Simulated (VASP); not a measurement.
**LiCl: single point with r2SCAN**

The system is LiCl.

```xyz
2
Lattice="2.6134 2.6134 0.0000 -2.6134 2.6134 0.0000 0.0000 2.6134 2.6134" Properties=species:S:1:pos:R:3 pbc="T T T"
Li    0.0000    0.0000    0.0000
Cl    0.0000    2.6134    0.0000
```

- Program: VASP 6.6.1
- Task: single point
- Functional: r2SCAN
- Potentials or basis: VASP PAW PBE potentials, release 64 (Li_sv, Cl)
- Cutoff: 520 eV
- k mesh: 8 × 8 × 8
- Occupations: gaussian, width 0.01 eV
- Spin: no spin polarisation

```json
{"Band gap on the k mesh": "6.97 eV"}
```

Levels at points of the mesh, in eV from the valence-band top:
| k point | band 3 | band 4 | band 5 | band 6 | band 7 | band 8 |
| --- | --- | --- | --- | --- | --- | --- |
| (0.00, 0.00, 0.00) | 0.00 | 0.00 | 0.00 | 6.97 | 12.61 | 12.61 |
| (0.50, 0.00, 0.00) | -2.61 | -0.25 | -0.25 | 7.47 | 10.29 | 10.29 |
| (0.50, 0.50, 0.00) | -2.68 | -1.02 | -1.02 | 8.66 | 9.00 | 13.07 |

Wall time 100 s on 1 thread of Intel Xeon 8259CL, with other jobs on the host, peak memory 0.16 GiB.

Caveat: the PAW data sets were made with another functional, which shifts forces and pressure a little. r2SCAN opens gaps a little over a GGA but as a rule still falls short of measured ones.
